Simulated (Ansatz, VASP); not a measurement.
One calculation of C, two programs

The input INCAR:

```
SYSTEM = C
PREC     = Accurate       ! precision mode
ENCUT    = 520            ! plane-wave cutoff, eV
EDIFF    = 1E-6           ! SCF threshold, eV
ISMEAR   = 0              ! smearing method
SIGMA    = 0.05           ! smearing width, eV
LREAL    = .False.        ! projectors in reciprocal space
LASPH    = .True.         ! aspherical terms in the spheres
NELM     = 60             ! most SCF steps
ALGO     = Normal         ! electronic algorithm
ISIF     = 2              ! what is computed and relaxed
LWAVE    = .False.        ! write WAVECAR
LCHARG   = .False.        ! write CHGCAR
GGA      = CA             ! functional
NBANDS   = 26             ! bands
```

The input KPOINTS:

```
Automatic mesh
0
Gamma
  12 12 4
  0 0 0
```

The input POSCAR:

```
C
1.0
    2.5477576841      0.0000000000      0.0000000000
   -1.2738788420      2.2064228771      0.0000000000
    0.0000000000      0.0000000000      7.8306598603
C
8
Direct
    0.0000000000      0.0000000000      0.0885539126
    0.0000000000      0.0000000000      0.5885539126
    0.0000000000      0.0000000000      0.4114460874
    0.0000000000      0.0000000000      0.9114460874
    0.3333333333      0.6666666667      0.1589518456
    0.6666666667      0.3333333333      0.6589518456
    0.3333333333      0.6666666667      0.3410481544
    0.6666666667      0.3333333333      0.8410481544
```

Input for Ansatz:

```yaml
crystal:
  lattice:
    - [2.5477576841, 0.0, 0.0]
    - [-1.273878842, 2.2064228771, 0.0]
    - [0.0, 0.0, 7.8306598603]
  atoms:
    - { symbol: C, position: [0.0, 0.0, 0.0885539126] }
    - { symbol: C, position: [0.0, 0.0, 0.5885539126] }
    - { symbol: C, position: [0.0, 0.0, 0.4114460874] }
    - { symbol: C, position: [0.0, 0.0, 0.9114460874] }
    - { symbol: C, position: [0.3333333333, 0.6666666667, 0.1589518456] }
    - { symbol: C, position: [0.6666666667, 0.3333333333, 0.6589518456] }
    - { symbol: C, position: [0.3333333333, 0.6666666667, 0.3410481544] }
    - { symbol: C, position: [0.6666666667, 0.3333333333, 0.8410481544] }
basis:
  ecutwfc: 520.0
kpoints:
  mp_grid: { grid: [12, 12, 4] }
hamiltonian:
  xc: lda
  pseudopotentials: { kind: paw, azcp: { folder: soft_1 } }
scf:
  occupations: { method: gaussian, width: 0.05 }
output:
  forces: true
  stress: true
  eigenvalues: true
```

Change from the starting cell: mode 21 frozen in at -0.036 Å, strain +e along z and -e/2 along x and y -0.0467.

Alike in both runs: task single point; functional LDA; k mesh 12 × 12 × 4; occupations gaussian, width 0.05 eV; no spin polarisation.

|  | VASP | Ansatz |
| --- | --- | --- |
| version | VASP 6.6.1 | Ansatz 0.2.0 |
| potentials or method | VASP PAW LDA potentials, release 64 (C), cutoff 520 eV | scalar-relativistic, plane waves, PAW |
| valence electrons in the cell | 32 | 32 |

|  | VASP | Ansatz | Ansatz less VASP |
| --- | --- | --- | --- |
| gap on the k mesh at the Fermi level (eV) | 3.18 | 3.19 | +0.014 |
| least direct gap on the mesh (eV) | 3.39 | 3.39 | +0.002 |
| pressure (GPa) | 11.5 | 9.9 | -1.64 |
| traceless stress, the component that is largest in VASP (GPa) | 77.88 | 77.38 | -0.499 |
| rms of the force components (eV/Å) | 2.218 | 2.202 | -0.0163 |

Ansatz warns that its potentials were made for another functional, while VASP's fit it. LDA's correlation is that of Perdew and Zunger in VASP and of Perdew and Wang (1992) in Ansatz. Atom by atom the forces differ by 0.016 eV/Å (rms over components).
